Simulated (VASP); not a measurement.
# ZrO2 (Fm-3m) in VASP: single point with PBE0

Aim: the single point of ZrO2 with PBE0.

Everything below comes from runs of VASP 6.6.1. Logs are shortened: lines on timing, memory, paths and dates and some standing lists are left out, and cuts for length are marked.

## 1. The cell of the first run

The structure is cubic, space group Fm-3m (No. 225). Conventional cell: a = 5.116 Å, b = 5.116 Å, c = 5.116 Å, α = 90.00°, β = 90.00°, γ = 90.00°. Zr (site symmetry m-3m) has 8 O at 2.22 Å within 2.9 Å. O (site symmetry -43m) has 4 Zr at 2.22 Å and 6 O at 2.56 Å within 2.9 Å.

## 2. Single point, PBE0

POSCAR

```
ZrO2
1.0
    0.0000000000      2.5578981845      2.5578981845
    2.5578981845      0.0000000000      2.5578981845
    2.5578981845      2.5578981845      0.0000000000
Zr O
1 2
Direct
    0.0000000000      0.0000000000      0.0000000000
    0.2500000000      0.2500000000      0.2500000000
    0.7500000000      0.7500000000      0.7500000000
```

INCAR.step1

```
ALGO = Normal
EDIFF = 1E-5
ENCUT = 520
GGA = PE
GGA_COMPAT = False
ISIF = 2
ISMEAR = 0
LASPH = True
LCHARG = False
LREAL = False
LWAVE = True
NBANDS = 19
NELM = 120
PREC = Accurate
SIGMA = 0.02
```

INCAR.step2

```
AEXX = 0.25
ALGO = Normal
EDIFF = 1E-6
ENCUT = 520
GGA = PE
GGA_COMPAT = False
ISIF = 2
ISMEAR = 0
ISTART = 1
LASPH = True
LCHARG = False
LHFCALC = True
LREAL = False
LWAVE = False
NBANDS = 19
NELM = 120
PREC = Accurate
PRECFOCK = Normal
SIGMA = 0.02
```

KPOINTS

```
k-points
0
Gamma
  6 6 6
```

Potentials or basis: VASP PAW PBE potentials, release 64 (Zr_sv, O).

Started as:

```
cat potpaw_PBE.64/Zr_sv/POTCAR potpaw_PBE.64/O/POTCAR > POTCAR
cp INCAR.step1 INCAR
mpirun -np 1 vasp_std > vasp.out
cp INCAR.step2 INCAR
mpirun -np 1 vasp_std > vasp.out
```

OUTCAR:

```text
AEXX = 0.25
   EDIFF = 1E-6
   ENCUT = 520
   GGA = PE
   ISIF = 2
   ISMEAR = 0
   ISTART = 1
   LASPH = True
   LHFCALC = True
   LREAL = False
   NELM = 120
   PREC = Accurate
   PRECFOCK = Normal

 ion  position               nearest neighbor table
   1  0.000  0.000  0.000-   3 2.22   3 2.22   3 2.22   2 2.22   3 2.22   2 2.22   2 2.22   2 2.22

   2  0.250  0.250  0.250-   1 2.22   1 2.22   1 2.22   1 2.22
   3  0.750  0.750  0.750-   1 2.22   1 2.22   1 2.22   1 2.22

  LATTYP: Found a face centered cubic cell.
 ALAT       =     5.1157963690

  Lattice vectors:

 A1 = (   0.0000000000,   2.5578981845,   2.5578981845)
 A2 = (   2.5578981845,   0.0000000000,   2.5578981845)
 A3 = (   2.5578981845,   2.5578981845,   0.0000000000)

Analysis of symmetry for initial positions (statically):
=====================================================================
 Subroutine PRICEL returns:
 Original cell was already a primitive cell.

 Routine SETGRP: Setting up the symmetry group for a
 face centered cubic supercell.

 Subroutine GETGRP returns: Found 48 space group operations
 (whereof 48 operations were pure point group operations)
 out of a pool of 48 trial point group operations.

The static configuration has the point symmetry O_h .

Analysis of symmetry for dynamics (positions and initial velocities):
=====================================================================
 Subroutine PRICEL returns:
 Original cell was already a primitive cell.

 Routine SETGRP: Setting up the symmetry group for a
 face centered cubic supercell.

 Subroutine GETGRP returns: Found 48 space group operations
 (whereof 48 operations were pure point group operations)
 out of a pool of 48 trial point group operations.

The dynamic configuration has the point symmetry O_h .

 Subroutine INISYM returns: Found 48 space group operations
 (whereof 48 operations are pure point group operations),
 and found     1 'primitive' translations

----------------------------------------------------------------------------------------

                                     Primitive cell

  volume of cell :      33.4719

  direct lattice vectors                    reciprocal lattice vectors
     0.000000000  2.557898184  2.557898184    -0.195472988  0.195472988  0.195472988
     2.557898184  0.000000000  2.557898184     0.195472988 -0.195472988  0.195472988
     2.557898184  2.557898184  0.000000000     0.195472988  0.195472988 -0.195472988

  length of vectors
     3.617414304  3.617414304  3.617414304     0.338569146  0.338569146  0.338569146

  position of ions in fractional coordinates (direct lattice)
     0.000000000  0.000000000  0.000000000
     0.250000000  0.250000000  0.250000000
     0.750000000  0.750000000  0.750000000

  ion indices of the primitive-cell ions
   primitive index   ion index
                 1           1
                 2           2
                 3           3

----------------------------------------------------------------------------------------

 KPOINTS: k-points

Automatic generation of k-mesh.
 Grid dimensions read from file:
 generate k-points for:    6    6    6

 Generating k-lattice:

  Cartesian coordinates                     Fractional coordinates (reciprocal lattice)
    -0.032578831  0.032578831  0.032578831     0.166666667  0.000000000  0.000000000
     0.032578831 -0.032578831  0.032578831     0.000000000  0.166666667  0.000000000
     0.032578831  0.032578831 -0.032578831     0.000000000  0.000000000  0.166666667

  Length of vectors
     0.056428191  0.056428191  0.056428191

  Shift w.r.t. Gamma in fractional coordinates (k-lattice)
     0.000000000  0.000000000  0.000000000

 Subroutine IBZKPT returns following result:
 ===========================================

 Found     16 irreducible k-points:

 Following reciprocal coordinates:
            Coordinates               Weight
  0.000000  0.000000  0.000000      1.000000
  0.166667  0.000000  0.000000      8.000000
  0.333333  0.000000  0.000000      8.000000
  0.500000  0.000000  0.000000      4.000000
  0.166667  0.166667  0.000000      6.000000
  0.333333  0.166667  0.000000     24.000000
[... 8 lines left out ...]
 -0.333333  0.333333  0.166667     24.000000
 -0.333333  0.500000  0.166667     12.000000
   k-points           NKPTS =     16   k-points in BZ     NKDIM =    216   number of bands    NBANDS=     19
   number of dos      NEDOS =    301   number of ions     NIONS =      3
   total plane-waves  NPLWV =  21952
   dimension x,y,z NGX =    28 NGY =   28 NGZ =   28
   dimension x,y,z NGXF=    56 NGYF=   56 NGZF=   56
   ions per type =               1   2
   NGX,Y,Z   is equivalent  to a cutoff of  12.87, 12.87, 12.87 a.u.
   NGXF,Y,Z  is equivalent  to a cutoff of  25.74, 25.74, 25.74 a.u.
 SYSTEM =  unknown system
   PREC   = accura    normal or accurate (medium, high low for compatibility)
   ISTART =      1    job   : 0-new  1-cont  2-samecut
   ICHARG =      0    charge: 1-file 2-atom 10-const
   ISPIN  =      1    spin polarized calculation?
   LNONCOLLINEAR =      F non collinear calculations
   LSORBIT =      F    spin-orbit coupling
   LASPH  =      T    aspherical Exc in radial PAW
   ENCUT  =  520.0 eV  38.22 Ry    6.18 a.u.   6.73  6.73  6.73*2*pi/ulx,y,z
   NELM   =    120;   NELMIN=  2; NELMDL=  0     # of ELM steps
   EDIFF  = 0.1E-05   stopping-criterion for ELM
   LREAL  =      F    real-space projection
   EDIFFG = 0.1E-04   stopping-criterion for IOM
   NSW    =      0    number of steps for IOM
   IBRION =     -1    ionic relax: 0-MD 1-quasi-New 2-CG
   NFREE  =      0    steps in history (QN), initial steepest desc. (CG)
   ISIF   =      2    stress and relaxation
   ISYM   =      3    0-nonsym 1-usesym 2-fastsym
   POTIM  = 0.5000    time-step for ionic-motion
   TEBEG  =    0.0;   TEEND  =   0.0 temperature during run
   PSTRESS=    0.0 pullay stress
   NELECT =      24.0000    total number of electrons
   NUPDOWN=      -1.0000    fix difference up-down
   EMIN   =  10.00;   EMAX   =-10.00  energy-range for DOS
   EFERMI =   0.00;   METHOD = LEGACY
   ISMEAR =     0;   SIGMA  =   0.02  broadening in eV -4-tet -1-fermi 0-gaus
   EFERMI_NEDOS =   21; number of points for ismear=-14 and -15
   IALGO  =     38    algorithm
   IMIX   =      1    mixing-type and parameters
     AMIX     =   0.40;   BMIX     =  1.00
     AMIX_MAG =   1.60;   BMIX_MAG =  1.00
  volume/ion in A,a.u.               =      11.16        75.29
  Fermi-wavevector in a.u.,A,eV,Ry     =   1.465273  2.768965 29.212063  2.147026
  Thomas-Fermi vector in A             =   2.581150
   LORBIT       =      0    0 simple, 1 ext, 2 COOP (PROOUT), +10 PAW based schemes
   GGA     = PE    functional components
   LHFCALC =     T    Hartree Fock is set to
   PRECFOCK=normal    Normal, Fast or Accurate (Low or Medium for compatibility)
   ENCUT4O =  -1.0   cutoff for four orbital integrals eV
   NKREDX  =     1    reduce k-point grid by
   NKREDY  =     1    reduce k-point grid by
   NKREDZ  =     1    reduce k-point grid by
   AEXX    =    0.2500 exact exchange contribution
   HFSCREEN=    0.0000 screening length (either q_TF or 0.3 A-1)
   HFSCREENC=   0.0000 screening length for correlation (either q_TF or 0.3 A-1)
   ENCUTFOCK=  -1.0 apply spherical cutoff to Coloumb kernel
   IVDW    =     0    specifies the selected vdW correction
   LEPSILON=     F    determine dielectric tensor
   LRPA    =     F    only Hartree local field effects (RPA)
 non-spin polarized calculation
 Gauss-broadening in eV      SIGMA  =   0.02
  energy-cutoff  :      520.00
  volume of cell :       33.47
 maximum number of plane-waves:       934
  NGX = 24; NGY = 24; NGZ = 24

 number of electron      23.9999992 magnetization

 Free energy of the ion-electron system (eV)
  ---------------------------------------------------
  ext. energy  EPLUGINS =         0.00000000
  ---------------------------------------------------
  free energy    TOTEN  =       -36.70218092 eV

  energy without entropy =      -36.70218092  energy(sigma->0) =      -36.70218092

 E-fermi :   5.7661     XC(G=0):  -9.1936

 val. band max:        5.6840596535   @ k =   0.5000   0.5000   0.0000
 cond. band min:      11.3601164316   @ k =   0.0000   0.0000   0.0000
 fundamental gap:      5.6760567781
 Fermi energy:         5.7660715640

 k-point     1 :       0.0000    0.0000    0.0000
  band No.  band energies     occupation
      1     -45.4085      2.00000
      2     -21.7900      2.00000
      3     -21.7900      2.00000
      4     -21.7900      2.00000
      5     -14.1772      2.00000
      6     -11.5170      2.00000
[... 11 lines left out ...]
     18      17.5884      0.00000
     19      22.3718      0.00000

 k-point     2 :       0.1667    0.0000    0.0000
  band No.  band energies     occupation
      1     -45.3966      2.00000
      2     -22.0010      2.00000
      3     -21.8100      2.00000
      4     -21.8100      2.00000
      5     -13.7858      2.00000
      6     -11.7757      2.00000
[... 11 lines left out ...]
     18      17.1754      0.00000
     19      21.8867      0.00000

 k-point     3 :       0.3333    0.0000    0.0000
  band No.  band energies     occupation
      1     -45.3725      2.00000
      2     -22.3793      2.00000
      3     -21.8498      2.00000
      4     -21.8498      2.00000
      5     -13.2190      2.00000
      6     -12.0025      2.00000
[... 11 lines left out ...]
     18      17.5098      0.00000
     19      21.3736      0.00000

 k-point     4 :       0.5000    0.0000    0.0000
  band No.  band energies     occupation
      1     -45.3605      2.00000
      2     -22.5514      2.00000
      3     -21.8696      2.00000
      4     -21.8696      2.00000
      5     -13.1691      2.00000
      6     -11.8448      2.00000
[... 231 lines left out ...]
     18      18.8894      0.00000
     19      22.8493      0.00000

 k-point    15 :      -0.3333    0.3333    0.1667
  band No.  band energies     occupation
      1     -45.3485      2.00000
      2     -22.3881      2.00000
      3     -22.2087      2.00000
      4     -21.9450      2.00000
      5     -12.5353      2.00000
      6     -12.2084      2.00000
[... 11 lines left out ...]
     18      19.4902      0.00000
     19      23.2392      0.00000

 k-point    16 :      -0.3333    0.5000    0.1667
  band No.  band energies     occupation
      1     -45.3445      2.00000
      2     -22.4668      2.00000
      3     -22.1540      2.00000
      4     -21.9883      2.00000
      5     -12.5410      2.00000
      6     -12.1197      2.00000
[... 11 lines left out ...]
     18      20.6316      0.00000
     19      22.9660      0.00000

------------------------ aborting loop because EDIFF is reached ----------------------------------------

  FORCE on cell =-STRESS in cart. coord.  units (eV):
  Direction    XX          YY          ZZ          XY          YZ          ZX
  --------------------------------------------------------------------------------------
  -------------------------------------------------------------------------------------
  Total       -1.3077190     -1.3077190     -1.3077190      0.0000000      0.0000000     -0.0000000
  in kB      -62.5958089    -62.5958089    -62.5958089      0.0000000      0.0000000     -0.0000000
  external PRESSURE =     -62.5958089 kB  Pullay stress =       0.0000000 kB

 VOLUME and BASIS-vectors are now :
 -----------------------------------------------------------------------------
  energy-cutoff  :      520.00
  volume of cell :       33.47
      direct lattice vectors                 reciprocal lattice vectors
     0.000000000  2.557898184  2.557898184    -0.195472988  0.195472988  0.195472988
     2.557898184  0.000000000  2.557898184     0.195472988 -0.195472988  0.195472988
     2.557898184  2.557898184  0.000000000     0.195472988  0.195472988 -0.195472988

 POSITION                                       TOTAL-FORCE (eV/Angst)
 -----------------------------------------------------------------------------------
      0.00000      0.00000      0.00000        -0.000000     -0.000000      0.000000
      1.27895      1.27895      1.27895        -0.000000      0.000000     -0.000000
      3.83685      3.83685      3.83685         0.000000     -0.000000      0.000000
 -----------------------------------------------------------------------------------
    total drift:                                0.000000      0.000000      0.000000

  FREE ENERGIE OF THE ION-ELECTRON SYSTEM (eV)
  ---------------------------------------------------
  free  energy   TOTEN  =       -36.7021809188 eV

  energy  without entropy=      -36.7021809188  energy(sigma->0) =      -36.70218092
```

Run time: 76 min. Hardware: 1 thread of Intel Xeon Platinum 8259CL at 2.50GHz (Skylake/Cascade Lake), shared host; peak memory 0.19 GiB.

What came out:

| Quantity | Value |
| --- | --- |
| Free energy | -36.7022 eV |
| Pressure | -6.3 GPa |
| Band gap on the k mesh | 5.68 eV (least direct gap 6.06 eV) |

Levels at points of the mesh, in eV from the valence-band top:
| k point | band 8 | band 9 | band 10 | band 11 | band 12 | band 13 | band 14 | band 15 | band 16 | band 17 |
| --- | --- | --- | --- | --- | --- | --- | --- | --- | --- | --- |
| (0.00, 0.00, 0.00) | -5.60 | -5.60 | -0.59 | -0.59 | -0.59 | 5.68 | 5.68 | 8.71 | 11.90 | 11.90 |
| (0.50, 0.00, 0.00) | -4.48 | -2.74 | -2.73 | -1.81 | -1.81 | 6.35 | 6.35 | 8.40 | 10.95 | 10.95 |
| (0.50, 0.50, 0.00) | -3.45 | -3.45 | -1.60 | -1.60 | 0.00 | 6.06 | 7.20 | 8.12 | 9.65 | 9.65 |

Caveat: the cell stands under tension; the PAW data sets were made with another functional, which shifts forces and pressure a little.
